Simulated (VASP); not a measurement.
Input of a VASP 6.6.1 run:

INCAR

```
SYSTEM = InHRh
PREC = Accurate
ENCUT = 520
EDIFF = 1E-6
ISMEAR = 0
SIGMA = 0.1
LREAL = .FALSE.
LASPH = .TRUE.
NELM = 60
ALGO = Normal
ISIF = 2
LWAVE = .FALSE.
LCHARG = .FALSE.
GGA = PE
NBANDS = 22
```

KPOINTS

```
regular mesh
0
G
  6 6 6
  0 0 0
```

File POSCAR:

```
InHRh
1.0
    3.7292395600      0.0000000000      0.0000000000
    0.0000000000      3.7292395600      0.0000000000
    0.0000000000      0.0000000000      3.1023802000
In H Rh
1 1 1
Direct
    0.5000000000      0.5000000000      0.0000000000
    0.5000000000      0.5000000000      0.5000000000
    0.0000000000      0.0000000000      0.0000000000
```

Potentials or basis: VASP PAW PBE potentials, release 64 (In_d, H, Rh_pv).

The run is started by

```sh
$ cat potpaw_PBE.64/In_d/POTCAR potpaw_PBE.64/H/POTCAR potpaw_PBE.64/Rh_pv/POTCAR > POTCAR
$ mpirun -np 1 vasp_std > vasp.out
```

Estimate the pressure.

20.3 GPa.

Stress tensor (GPa, compression positive):
```
 7.53  0.00  0.00
 0.00  7.53  0.00
 0.00  0.00 45.80
```
